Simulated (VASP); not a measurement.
# SrTiO3 (Pm-3m) in VASP: further runs, part 2 of 3

VASP 6.6.1. Earlier steps stand in the parts before.

### 4 Relaxation of cell and atoms, PBE

This run uses another cell than the first one, of 16.31 Å³/atom, 1.337 times its volume.

INCAR

```
SYSTEM = SrTiO3
ALGO = Normal ; EDIFF = 1E-7
EDIFFG = -0.005 ; ENCUT = 600
GGA = PE ; IBRION = 2
ISIF = 3 ; ISMEAR = -1
LASPH = .TRUE. ; LCHARG = .FALSE.
LREAL = .FALSE. ; LWAVE = .FALSE.
NELM = 100 ; NSW = 80
PREC = Accurate ; SIGMA = 0.02
```

KPOINTS

```
k-points
0
G
  6 6 6
  0 0 0
```

POSCAR

```
SrTiO3
1.0
    4.3363462000      0.0000000000      0.0000000000
    0.0000000000      4.3363462000      0.0000000000
    0.0000000000      0.0000000000      4.3363462000
Sr Ti O
1 1 3
Direct
    0.0000000000      0.0000000000      0.0000000000
    0.5000000000      0.5000000000      0.5000000000
    0.5000000000      0.5000000000      0.0000000000
    0.5000000000      0.0000000000      0.5000000000
    0.0000000000      0.5000000000      0.5000000000
```

Potentials or basis: VASP PAW PBE potentials, release 64 (Sr_sv, Ti_sv, O).

Launch:

```console
$ cat potpaw_PBE.64/Sr_sv/POTCAR potpaw_PBE.64/Ti_sv/POTCAR potpaw_PBE.64/O/POTCAR > POTCAR
$ mpirun -np 1 vasp_std > vasp.out
```

OUTCAR:

```text
SYSTEM = SrTiO3
   EDIFF = 1E-7
   EDIFFG = -0.005
   ENCUT = 600
   GGA = PE
   IBRION = 2
   ISIF = 3
   ISMEAR = -1
   LASPH = .TRUE.
   LREAL = .FALSE.
   NELM = 100
   NSW = 80
   PREC = Accurate

 ion  position               nearest neighbor table
   1  0.000  0.000  0.000-   3 3.07   4 3.07   5 3.07   4 3.07   5 3.07   3 3.07   5 3.07   5 3.07
                             3 3.07   4 3.07   4 3.07   3 3.07   2 3.76   2 3.76   2 3.76   2 3.76
   2  0.500  0.500  0.500-   3 2.17   4 2.17   5 2.17   3 2.17   4 2.17   5 2.17   1 3.76   1 3.76
                             1 3.76   1 3.76   1 3.76   1 3.76   1 3.76   1 3.76
   3  0.500  0.500  0.000-   2 2.17   2 2.17   1 3.07   1 3.07   1 3.07   1 3.07
   4  0.500  0.000  0.500-   2 2.17   2 2.17   1 3.07   1 3.07   1 3.07   1 3.07
   5  0.000  0.500  0.500-   2 2.17   2 2.17   1 3.07   1 3.07   1 3.07   1 3.07

  LATTYP: Found a simple cubic cell.
 ALAT       =     4.3363462000

  Lattice vectors:

 A1 = (   4.3363462000,   0.0000000000,   0.0000000000)
 A2 = (   0.0000000000,   4.3363462000,   0.0000000000)
 A3 = (   0.0000000000,   0.0000000000,   4.3363462000)

Analysis of symmetry for initial positions (statically):
=====================================================================
 Subroutine PRICEL returns:
 Original cell was already a primitive cell.

 Routine SETGRP: Setting up the symmetry group for a
 simple cubic supercell.

 Subroutine GETGRP returns: Found 48 space group operations
 (whereof 48 operations were pure point group operations)
 out of a pool of 48 trial point group operations.

The static configuration has the point symmetry O_h .

Analysis of symmetry for dynamics (positions and initial velocities):
=====================================================================
 Subroutine PRICEL returns:
 Original cell was already a primitive cell.

 Routine SETGRP: Setting up the symmetry group for a
 simple cubic supercell.

 Subroutine GETGRP returns: Found 48 space group operations
 (whereof 48 operations were pure point group operations)
 out of a pool of 48 trial point group operations.

The dynamic configuration has the point symmetry O_h .

 Subroutine INISYM returns: Found 48 space group operations
 (whereof 48 operations are pure point group operations),
 and found     1 'primitive' translations

----------------------------------------------------------------------------------------

                                     Primitive cell

  volume of cell :      81.5402

  direct lattice vectors                    reciprocal lattice vectors
     4.336346200  0.000000000  0.000000000     0.230608894  0.000000000  0.000000000
     0.000000000  4.336346200  0.000000000     0.000000000  0.230608894  0.000000000
     0.000000000  0.000000000  4.336346200     0.000000000  0.000000000  0.230608894

  length of vectors
     4.336346200  4.336346200  4.336346200     0.230608894  0.230608894  0.230608894

  position of ions in fractional coordinates (direct lattice)
     0.000000000  0.000000000  0.000000000
     0.500000000  0.500000000  0.500000000
     0.500000000  0.500000000  0.000000000
     0.500000000  0.000000000  0.500000000
     0.000000000  0.500000000  0.500000000

  ion indices of the primitive-cell ions
   primitive index   ion index
                 1           1
                 2           2
                 3           3
                 4           4
                 5           5

----------------------------------------------------------------------------------------

 KPOINTS: k-points

Automatic generation of k-mesh.
 Grid dimensions read from file:
 generate k-points for:    6    6    6

 Generating k-lattice:

  Cartesian coordinates                     Fractional coordinates (reciprocal lattice)
     0.038434816  0.000000000  0.000000000     0.166666667  0.000000000  0.000000000
     0.000000000  0.038434816  0.000000000     0.000000000  0.166666667  0.000000000
     0.000000000  0.000000000  0.038434816     0.000000000  0.000000000  0.166666667

  Length of vectors
     0.038434816  0.038434816  0.038434816

  Shift w.r.t. Gamma in fractional coordinates (k-lattice)
     0.000000000  0.000000000  0.000000000

 Subroutine IBZKPT returns following result:
 ===========================================

 Found     20 irreducible k-points:

 Following reciprocal coordinates:
            Coordinates               Weight
  0.000000  0.000000  0.000000      1.000000
  0.166667  0.000000  0.000000      6.000000
  0.333333  0.000000  0.000000      6.000000
  0.500000  0.000000  0.000000      3.000000
  0.166667  0.166667  0.000000     12.000000
  0.333333  0.166667  0.000000     24.000000
[... 12 lines left out ...]
  0.500000  0.500000  0.333333      6.000000
  0.500000  0.500000  0.500000      1.000000
   k-points           NKPTS =     20   k-points in BZ     NKDIM =     20   number of bands    NBANDS=     24
   number of dos      NEDOS =    301   number of ions     NIONS =      5
   total plane-waves  NPLWV =  46656
   dimension x,y,z NGX =    36 NGY =   36 NGZ =   36
   dimension x,y,z NGXF=    72 NGYF=   72 NGZF=   72
   ions per type =               1   1   3
   NGX,Y,Z   is equivalent  to a cutoff of  13.80, 13.80, 13.80 a.u.
   NGXF,Y,Z  is equivalent  to a cutoff of  27.60, 27.60, 27.60 a.u.
 SYSTEM =  SrTiO3
   PREC   = accura    normal or accurate (medium, high low for compatibility)
   ISTART =      0    job   : 0-new  1-cont  2-samecut
   ICHARG =      2    charge: 1-file 2-atom 10-const
   ISPIN  =      1    spin polarized calculation?
   LNONCOLLINEAR =      F non collinear calculations
   LSORBIT =      F    spin-orbit coupling
   LASPH  =      T    aspherical Exc in radial PAW
   ENCUT  =  600.0 eV  44.10 Ry    6.64 a.u.   8.66  8.66  8.66*2*pi/ulx,y,z
   NELM   =    100;   NELMIN=  2; NELMDL= -5     # of ELM steps
   EDIFF  = 0.1E-06   stopping-criterion for ELM
   LREAL  =      F    real-space projection
   EDIFFG = -.5E-02   stopping-criterion for IOM
   NSW    =     80    number of steps for IOM
   IBRION =      2    ionic relax: 0-MD 1-quasi-New 2-CG
   NFREE  =      1    steps in history (QN), initial steepest desc. (CG)
   ISIF   =      3    stress and relaxation
   ISYM   =      2    0-nonsym 1-usesym 2-fastsym
   POTIM  = 0.5000    time-step for ionic-motion
   TEBEG  =    0.0;   TEEND  =   0.0 temperature during run
   PSTRESS=    0.0 pullay stress
   NELECT =      40.0000    total number of electrons
   NUPDOWN=      -1.0000    fix difference up-down
   EMIN   =  10.00;   EMAX   =-10.00  energy-range for DOS
   EFERMI =   0.00;   METHOD = LEGACY
   ISMEAR =    -1;   SIGMA  =   0.02  broadening in eV -4-tet -1-fermi 0-gaus
   EFERMI_NEDOS =   21; number of points for ismear=-14 and -15
   IALGO  =     38    algorithm
   IMIX   =      4    mixing-type and parameters
     AMIX     =   0.40;   BMIX     =  1.00
     AMIX_MAG =   1.60;   BMIX_MAG =  1.00
  volume/ion in A,a.u.               =      16.31       110.05
  Fermi-wavevector in a.u.,A,eV,Ry     =   1.291133  2.439887 22.681234  1.667024
  Thomas-Fermi vector in A             =   2.422921
   LORBIT       =      0    0 simple, 1 ext, 2 COOP (PROOUT), +10 PAW based schemes
   GGA     = PE    functional components
   LHFCALC =     F    Hartree Fock is set to
   AEXX    =    0.0000 exact exchange contribution
   IVDW    =     0    specifies the selected vdW correction
   LEPSILON=     F    determine dielectric tensor
   LRPA    =     F    only Hartree local field effects (RPA)
 conjugate gradient relaxation of ions
 non-spin polarized calculation
  energy-cutoff  :      600.00
  volume of cell :       81.54
 maximum number of plane-waves:      2800
 NGX is ok and might be reduce to    36
   NGX = 17   NGY = 17   NGZ = 17

--------------------------------------- Ionic step        1  -------------------------------------------

 number of electron      40.0000000 magnetization

 Free energy of the ion-electron system (eV)
  ---------------------------------------------------
  ext. energy  EPLUGINS =         0.00000000
  ---------------------------------------------------
  free energy    TOTEN  =       -38.01032418 eV

  energy without entropy =      -38.01032418  energy(sigma->0) =      -38.01032418

 E-fermi :   2.4146     XC(G=0):  -9.7045

 val. band max:        1.9382588503   @ k =   0.5000   0.5000   0.5000
 cond. band min:       3.1785879751   @ k =   0.0000   0.0000   0.0000
 fundamental gap:      1.2403291248
 Fermi energy:         2.4145756041

 k-point     1 :       0.0000    0.0000    0.0000
  band No.  band energies     occupation
      1     -55.6699      2.00000
      2     -31.9692      2.00000
      3     -31.7891      2.00000
      4     -31.7891      2.00000
      5     -31.7891      2.00000
      6     -14.4378      2.00000
[... 721 lines left out ...]
  energy  without entropy=      -40.1516500010  energy(sigma->0) =      -40.15165000

--------------------------------------- Ionic step        6  -------------------------------------------

 number of electron      40.0000006 magnetization

 Free energy of the ion-electron system (eV)
  ---------------------------------------------------
  ext. energy  EPLUGINS =         0.00000000
  ---------------------------------------------------
  free energy    TOTEN  =       -40.15194324 eV

  energy without entropy =      -40.15194324  energy(sigma->0) =      -40.15194324

 E-fermi :   4.4188     XC(G=0): -11.1304

 val. band max:        3.9450697274   @ k =   0.5000   0.5000   0.5000
 cond. band min:       5.7522819885   @ k =   0.0000   0.0000   0.0000
 fundamental gap:      1.8072122612
 Fermi energy:         4.4187745673

 k-point     1 :       0.0000    0.0000    0.0000
  band No.  band energies     occupation
      1     -52.6296      2.00000
      2     -28.9250      2.00000
      3     -28.8587      2.00000
      4     -28.8587      2.00000
      5     -28.8587      2.00000
      6     -13.3832      2.00000
[... 561 lines left out ...]
  FREE ENERGIE OF THE ION-ELECTRON SYSTEM (eV)
  ---------------------------------------------------
  free  energy   TOTEN  =       -40.1519432443 eV

  energy  without entropy=      -40.1519432443  energy(sigma->0) =      -40.15194324

 reached required accuracy - stopping structural energy minimisation
```

OSZICAR:

```text
N       E                     dE             d eps       ncg     rms          rms(c)
DAV:   1     0.453068090673E+03    0.45307E+03   -0.23049E+04   960   0.194E+03
DAV:   2     0.564683845407E+01   -0.44742E+03   -0.43830E+03  1144   0.489E+02
DAV:   3    -0.474424367085E+02   -0.53089E+02   -0.52927E+02  1384   0.154E+02
[... 79 lines left out ...]
DAV:   5    -0.401519163281E+02   -0.13742E-04   -0.45708E-05  1544   0.661E-02    0.400E-02
DAV:   6    -0.401519311270E+02   -0.14799E-04   -0.19189E-05  1312   0.248E-02    0.218E-02
DAV:   7    -0.401519418933E+02   -0.10766E-04   -0.16614E-05  1656   0.241E-02    0.402E-03
DAV:   8    -0.401519427552E+02   -0.86189E-06   -0.73319E-07  1096   0.590E-03    0.172E-03
DAV:   9    -0.401519432360E+02   -0.48080E-06   -0.41052E-07  1176   0.446E-03    0.491E-04
DAV:  10    -0.401519432443E+02   -0.83401E-08   -0.51359E-08   504   0.165E-03
   6 F= -.40151943E+02 E0= -.40151943E+02  d E =-.479361E-03
```

CONTCAR:

```text
SrTiO3
   1.00000000000000
     3.9398588305863198    0.0000000000000000   -0.0000000000000000
     0.0000000000000000    3.9398588305863198    0.0000000000000000
    -0.0000000000000000    0.0000000000000000    3.9398588305863198
  Sr              Ti              O
     1     1     3
Direct
     0.0000000000000000    1.0000000000000000    0.0000000000000000
     0.5000000000000000    0.5000000000000000    0.5000000000000000
     0.5000000000000000    0.5000000000000000    0.0000000000000000
     0.5000000000000000    1.0000000000000000    0.5000000000000000
     0.0000000000000000    0.5000000000000000    0.5000000000000000

  0.00000000E+00  0.00000000E+00  0.00000000E+00
  0.00000000E+00  0.00000000E+00  0.00000000E+00
  0.00000000E+00  0.00000000E+00  0.00000000E+00
  0.00000000E+00  0.00000000E+00  0.00000000E+00
  0.00000000E+00  0.00000000E+00  0.00000000E+00
```

Run time: 2.6 min. Hardware: 1 thread of Intel Xeon 6975P-C (Granite Rapids), shared host; peak memory 0.24 GiB.

What came out:

- Free energy: -40.1519 eV
- Relaxed volume: 12.23 Å³/atom
- Relaxed cell: a = 3.940 Å, b = 3.940 Å, c = 3.940 Å, α = 90.00°, β = 90.00°, γ = 90.00°
- Space group after relaxing (to 0.05 Å): Pm-3m (No. 221)
- Energy gained by relaxing: 428.3 meV/atom
- Ionic steps: 6
- Pressure after relaxing: 0.0 GPa
- Band gap on the k mesh: 1.81 eV, indirect (least direct gap 2.18 eV)

Step by step:
```csv
step,energy change (eV),largest force (eV/Å),pressure (GPa),volume (Å³)
1,0.0000,0.0000,-25.85,81.54
2,-1.6284,0.0000,26.54,54.26
3,-2.1415,0.0000,-0.37,61.29
4,-2.1411,0.0000,0.66,60.92
5,-2.1413,0.0000,-0.51,61.34
6,-2.1416,0.0000,0.00,61.16
```

Final structure:
```
Sr Ti O
1.0
     3.93986    0.00000    0.00000
     0.00000    3.93986    0.00000
     0.00000    0.00000    3.93986
Sr Ti O
1 1 3
Direct
  0.00000 0.00000 0.00000
  0.50000 0.50000 0.50000
  0.50000 0.50000 0.00000
  0.50000 0.00000 0.50000
  0.00000 0.50000 0.50000
```

Levels at points of the mesh, in eV from the valence-band top:
| k point | band 17 | band 18 | band 19 | band 20 | band 21 | band 22 | band 23 | band 24 |
| --- | --- | --- | --- | --- | --- | --- | --- | --- |
| (0.00, 0.00, 0.00) | -1.13 | -0.37 | -0.37 | -0.37 | 1.81 | 1.81 | 1.81 | 4.12 |
| (0.50, 0.00, 0.00) | -2.29 | -1.90 | -0.73 | -0.73 | 1.96 | 3.64 | 3.64 | 4.13 |
| (0.50, 0.50, 0.00) | -1.74 | -1.54 | -1.54 | -0.09 | 3.65 | 3.65 | 4.09 | 5.06 |
| (0.50, 0.50, 0.50) | -3.66 | 0.00 | 0.00 | 0.00 | 4.29 | 4.29 | 4.29 | 6.84 |

Caveat: the volume moved by over 15 % at a fixed basis, so the end points are rough. A k mesh can miss the band edges.

### 5 Relaxation of cell and atoms, r2SCAN

Edit POSCAR of step 4 so:

```diff
@@ -2,5 +2,5 @@
 1.0
-    4.3363462000      0.0000000000      0.0000000000
-    0.0000000000      4.3363462000      0.0000000000
-    0.0000000000      0.0000000000      4.3363462000
+    3.9364286973      0.0000000000      0.0000000000
+    0.0000000000      3.9364286973      0.0000000000
+    0.0000000000      0.0000000000      3.9364286973
 Sr Ti O
```

INCAR.step1

```
PREC = Accurate ; ENCUT = 600
ISMEAR = -1 ; SIGMA = 0.02
LREAL = False ; LASPH = True
NELM = 100 ; GGA = PE
ALGO = Normal ; EDIFF = 1E-4
LWAVE = True ; LCHARG = False
```

INCAR.step2

```
PREC = Accurate ; ENCUT = 600
EDIFF = 1E-6 ; ISMEAR = -1
SIGMA = 0.02 ; LREAL = False
LASPH = True ; NELM = 100
ALGO = Normal ; ISIF = 3
LWAVE = False ; LCHARG = False
METAGGA = R2SCAN ; LMIXTAU = True
IBRION = 2 ; NSW = 80
EDIFFG = -0.005 ; ISTART = 1
```

KPOINTS

```
regular mesh
0
Gamma
  6 6 6
```

Potentials or basis: VASP PAW PBE potentials, release 64 (Sr_sv, Ti_sv, O).

Launch:

```console
$ cat potpaw_PBE.64/Sr_sv/POTCAR potpaw_PBE.64/Ti_sv/POTCAR potpaw_PBE.64/O/POTCAR > POTCAR
$ cp INCAR.step1 INCAR
$ mpirun -np 1 vasp_std > vasp.out
$ cp INCAR.step2 INCAR
$ mpirun -np 1 vasp_std > vasp.out
```

OUTCAR:

```text
PREC = Accurate
   ENCUT = 600
   EDIFF = 1E-6
   ISMEAR = -1
   LREAL = False
   LASPH = True
   NELM = 100
   ISIF = 3
   METAGGA = R2SCAN
   IBRION = 2
   NSW = 80
   EDIFFG = -0.005
   ISTART = 1

 ion  position               nearest neighbor table
   1  0.000  0.000  0.000-   3 2.78   4 2.78   5 2.78   4 2.78   5 2.78   3 2.78   5 2.78   5 2.78
                             3 2.78   4 2.78   4 2.78   3 2.78   2 3.41   2 3.41   2 3.41   2 3.41
   2  0.500  0.500  0.500-   3 1.97   4 1.97   5 1.97   3 1.97   4 1.97   5 1.97   1 3.41   1 3.41
                             1 3.41   1 3.41   1 3.41   1 3.41   1 3.41   1 3.41
   3  0.500  0.500  0.000-   2 1.97   2 1.97   1 2.78   1 2.78   1 2.78   1 2.78
   4  0.500  0.000  0.500-   2 1.97   2 1.97   1 2.78   1 2.78   1 2.78   1 2.78
   5  0.000  0.500  0.500-   2 1.97   2 1.97   1 2.78   1 2.78   1 2.78   1 2.78

  LATTYP: Found a simple cubic cell.
 ALAT       =     3.9364286973

  Lattice vectors:

 A1 = (   3.9364286973,   0.0000000000,   0.0000000000)
 A2 = (   0.0000000000,   3.9364286973,   0.0000000000)
 A3 = (   0.0000000000,   0.0000000000,   3.9364286973)

Analysis of symmetry for initial positions (statically):
=====================================================================
 Subroutine PRICEL returns:
 Original cell was already a primitive cell.

 Routine SETGRP: Setting up the symmetry group for a
 simple cubic supercell.
[... 160 lines left out ...]

 number of electron      39.9999974 magnetization

 Free energy of the ion-electron system (eV)
  ---------------------------------------------------
  ext. energy  EPLUGINS =         0.00000000
  ---------------------------------------------------
  free energy    TOTEN  =       -63.32927186 eV

  energy without entropy =      -63.32927186  energy(sigma->0) =      -63.32927186

------------------------ aborting loop because EDIFF is reached ----------------------------------------

  FORCE on cell =-STRESS in cart. coord.  units (eV):
  Direction    XX          YY          ZZ          XY          YZ          ZX
  --------------------------------------------------------------------------------------
  -------------------------------------------------------------------------------------
  Total       -1.2785658     -1.2785658     -1.2785658      0.0000000      0.0000000     -0.0000000
  in kB      -33.5835429    -33.5835429    -33.5835429      0.0000000      0.0000000     -0.0000000
  external PRESSURE =     -33.5835429 kB  Pullay stress =       0.0000000 kB
[... 65 lines left out ...]
--------------------------------------- Ionic step        3  -------------------------------------------

 number of electron      39.9999977 magnetization

 Free energy of the ion-electron system (eV)
  ---------------------------------------------------
  ext. energy  EPLUGINS =         0.00000000
  ---------------------------------------------------
  free energy    TOTEN  =       -63.34128029 eV

  energy without entropy =      -63.34128029  energy(sigma->0) =      -63.34128029

 E-fermi :   4.3865     XC(G=0): -11.9021

 val. band max:        3.8024652328   @ k =   0.5000   0.5000   0.5000
 cond. band min:       6.0670773936   @ k =   0.0000   0.0000   0.0000
 fundamental gap:      2.2646121608
 Fermi energy:         4.3865211790

 k-point     1 :       0.0000    0.0000    0.0000
  band No.  band energies     occupation
      1     -54.8958      2.00000
      2     -30.0893      2.00000
      3     -30.0893      2.00000
      4     -30.0893      2.00000
      5     -30.0830      2.00000
      6     -14.5958      2.00000
[... 561 lines left out ...]
  FREE ENERGIE OF THE ION-ELECTRON SYSTEM (eV)
  ---------------------------------------------------
  free  energy   TOTEN  =       -63.3412802891 eV

  energy  without entropy=      -63.3412802891  energy(sigma->0) =      -63.34128029

 reached required accuracy - stopping structural energy minimisation
```

OUTCAR.step1:

```text
PREC = Accurate
   ENCUT = 600
   ISMEAR = -1
   LREAL = False
   LASPH = True
   NELM = 100
[... 766 lines left out ...]
      1.96821      1.96821      0.00000         0.000000      0.000000      0.000000
      1.96821      0.00000      1.96821         0.000000      0.000000      0.000000
      0.00000      1.96821      1.96821         0.000000      0.000000      0.000000
 -----------------------------------------------------------------------------------
    total drift:                                0.000000     -0.000000     -0.000000

  FREE ENERGIE OF THE ION-ELECTRON SYSTEM (eV)
  ---------------------------------------------------
  free  energy   TOTEN  =       -40.1092098457 eV

  energy  without entropy=      -40.1092098457  energy(sigma->0) =      -40.10920985
```

Wall time 2.4 min (1 thread of Intel Xeon 6975P-C (Granite Rapids), shared host); peak memory 0.22 GiB.

What came out:

```yaml
Free_energy: -63.3413 eV
Relaxed_volume: 11.97 Å³/atom
Relaxed_cell: a = 3.912 Å, b = 3.912 Å, c = 3.912 Å, α = 90.00°, β = 90.00°, γ = 90.00°
Space_group_after_relaxing_to_0.05_Å: Pm-3m (No. 221)
Energy_gained_by_relaxing: 2.4 meV/atom
Ionic_steps: 3
Pressure_after_relaxing: 0.0 GPa
Band_gap_on_the_k_mesh: 2.26 eV, indirect (least direct gap 2.65 eV)
```

Step by step:
```csv
step,energy change (eV),largest force (eV/Å),pressure (GPa),volume (Å³)
1,0.0000,0.0000,-3.36,61.00
2,0.0004,0.0000,3.67,58.77
3,-0.0120,0.0000,-0.01,59.87
```

Final structure:
```
CELL_PARAMETERS angstrom
3.91211 0.00000 0.00000
0.00000 3.91211 0.00000
0.00000 0.00000 3.91211
ATOMIC_POSITIONS crystal
Sr 0.00000 0.00000 0.00000
Ti 0.50000 0.50000 0.50000
O 0.50000 0.50000 0.00000
O 0.50000 0.00000 0.50000
O 0.00000 0.50000 0.50000
```

Caveat: the PAW data sets were made with another functional, which shifts forces and pressure a little. A k mesh can miss the band edges.

(Part 2 of 3 ends here.)
